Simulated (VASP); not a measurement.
Set up this calculation in VASP 6.6.1, as the native input.

```yaml
Task: single point
Functional: LDA
Potentials_or_basis: VASP PAW LDA potentials, release 64 (Cd, S)
Cutoff: 500 eV
k_mesh: 8 × 8 × 8
Occupations: gaussian, width 0.02 eV
Spin: no spin polarisation
Dipole_correction: no
Further_INCAR_settings: ALGO = Normal; EDIFF = 1e-06; NBANDS = 16
```

The structure of CdS lies in POSCAR:

```
CdS
1.0
    0.0000000000      2.8782481691      2.8782481691
    2.8782481691      0.0000000000      2.8782481691
    2.8782481691      2.8782481691      0.0000000000
Cd S
1 1
Direct
    0.0000000000      0.0000000000      0.0000000000
    0.2500000000      0.2500000000      0.2500000000
```

These files were run (other wordings do the same):

INCAR

```
PREC = Accurate ; ENCUT = 500
EDIFF = 1E-6 ; ISMEAR = 0
SIGMA = 0.02 ; LREAL = False
LASPH = True ; NELM = 120
ALGO = Normal ; ISIF = 2
LWAVE = False ; LCHARG = False
NBANDS = 16 ; GGA_COMPAT = False
```

KPOINTS

```
Automatic mesh
0
Gamma
  8 8 8
```

Potentials or basis: VASP PAW LDA potentials, release 64 (Cd, S).

The run is started by

```sh
$ cat potpaw_LDA.64/Cd/POTCAR potpaw_LDA.64/S/POTCAR > POTCAR
$ mpirun -np 1 vasp_std > vasp.out
```

It gave:

| Item | Value |
| --- | --- |
| Pressure | 0.6 GPa |
| Band gap on the k mesh | 0.98 eV |

It took 12 s on 1 thread of Intel(R) Xeon(R) 6975P-C (Granite Rapids), with other jobs on the host, peak memory 0.15 GiB.
